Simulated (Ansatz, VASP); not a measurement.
**Two plane-wave programs on CdW2**

```
Cd W
1.0
    -1.66940    1.66940    4.78010
     1.66940   -1.66940    4.78010
     1.66940    1.66940   -4.78010
Cd W
1 2
Cartesian
  0.0000 0.0000 0.0000
  0.0000 0.0000 6.5726
  0.0000 0.0000 2.9876
```

Alike in both runs: functional PBE; k mesh 6 × 6 × 6; occupations gaussian, width 0.1 eV; no spin polarisation.

Ansatz relaxed the structure, and its values are those at the end. VASP's run is a single point on that final structure, the one shown.

|  | VASP | Ansatz |
| --- | --- | --- |
| version | VASP 6.6.1 | Ansatz 0.2.0 |
| potentials or method | VASP PAW PBE potentials, release 64 (Cd, W_sv), cutoff 520 eV | scalar-relativistic, plane waves, PAW |
| valence electrons in the cell | 40 | 48 |

Ansatz gave:

| Item | Value |
| --- | --- |
| gap on the k mesh at the Fermi level (eV) | none |
| pressure (GPa) | 0.1 |
| rms of the force components (eV/Å) | 0.001 |

What did VASP give for the same quantities?

gap on the k mesh at the Fermi level (eV): none; pressure (GPa): 0.7; rms of the force components (eV/Å): 0.008.

A gap of «none» marks a metal or a gap that the smearing closes. The functional is the same, so the differences come from potentials, cutoffs and numerics. VASP's potentials hold 40 valence electrons a cell and Ansatz's 48, so a difference there can come from the potentials and not from the codes.

The k mesh is coarse, so the values compare programs but aren't converged. Spin-orbit coupling is off throughout.
